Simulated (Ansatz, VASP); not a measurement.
# PbSe3: VASP beside Ansatz

```xyz
4
Lattice="4.7438 0.0000 0.0000 0.0000 4.7438 0.0000 0.0000 0.0000 4.7438" Properties=species:S:1:pos:R:3 pbc="T T T"
Pb    0.0000    0.0000    0.0000
Se    0.0000    2.3719    2.3719
Se    2.3719    0.0000    2.3719
Se    2.3719    2.3719    0.0000
```

Alike in both runs: task relaxation of cell and atoms; functional PBE; k mesh 10 × 10 × 10; occupations gaussian, width 0.1 eV; no spin polarisation.

|  | VASP | Ansatz |
| --- | --- | --- |
| version | VASP 6.6.1 | Ansatz 0.2.0 |
| potentials or method | VASP PAW PBE potentials, release 64 (Pb_d, Se), cutoff 600 eV | scalar-relativistic, plane waves, PAW |
| valence electrons in the cell | 32 | 62 |

Ansatz gave:

```
gap on the k mesh at the Fermi level, each at its own relaxed structure (eV) : none
relaxed volume (Å³/atom)                                                     : 24.24
relaxed cell length with the largest relative difference (Å)                 : 4.594
```

Problem. Estimate VASP's values.

Solution. gap on the k mesh at the Fermi level, each at its own relaxed structure (eV): none; relaxed volume (Å³/atom): 24.25; relaxed cell length with the largest relative difference (Å): 4.594.

A gap of «none» marks a metal or a gap that the smearing closes. VASP's potentials hold 32 valence electrons a cell and Ansatz's 62, so a difference there can come from the potentials and not from the codes.

Spin-orbit coupling is off throughout.
